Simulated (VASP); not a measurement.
Input of a VASP 6.6.1 run:

Contents of POSCAR:

```
TeH2
1.0
   11.0000000000      0.0000000000      0.0000000000
    0.0000000000     11.0000000000      0.0000000000
    0.0000000000      0.0000000000     10.0000000000
Te H
1 2
Direct
    0.5657545500      0.4415863600      0.5429100000
    0.5360000000      0.5891500000      0.5436200000
    0.4366090900      0.4146681800      0.4631800000
```

INCAR.step1

```
  ISMEAR = 0
  SIGMA = 0.03
  LWAVE = T
  LCHARG = T
  ISIF = 0
  NELM = 100
  ALGO = Normal
  PREC = Accurate
  LASPH = T
  LREAL = F
  EDIFF = 1E-5
  GGA_COMPAT = F
  ENCUT = 440
  EFERMI = MIDGAP
  NELMDL = -8
  GGA = PE
```

Contents of INCAR.step2:

```
  METAGGA = SCAN
  ISMEAR = 0
  SIGMA = 0.03
  LWAVE = F
  LCHARG = F
  ISIF = 0
  NELM = 100
  ALGO = All
  PREC = Accurate
  LASPH = T
  LREAL = F
  EDIFF = 1E-6
  GGA_COMPAT = F
  ENCUT = 440
  EFERMI = MIDGAP
  NELMDL = -8
  LMIXTAU = T
  ISTART = 1
  ISEARCH = 1
```

File KPOINTS:

```
k-points
0
Gamma
  1 1 1
```

Potentials or basis: VASP PAW PBE potentials, release 64 (Te, H).

Launch:

```console
$ cat potpaw_PBE.64/Te/POTCAR potpaw_PBE.64/H/POTCAR > POTCAR
$ cp INCAR.step1 INCAR
$ mpirun -np 1 vasp_gam > vasp.out
$ cp INCAR.step2 INCAR
$ mpirun -np 1 vasp_gam > vasp.out
```

Task: Predict the gap between the frontier levels.

Result: 4.42 eV.

Task: Estimate the largest force.

Result: 0.138 eV/Å.

Forces on the atoms (eV/Å):
```
Te   0.105 -0.077  0.047
H   -0.032  0.073 -0.008
H   -0.073  0.004 -0.039
```

Caveat: the PAW data sets were made with another functional, which shifts forces and pressure a little; spin-orbit coupling is left out, which moves the levels of the heavy elements.
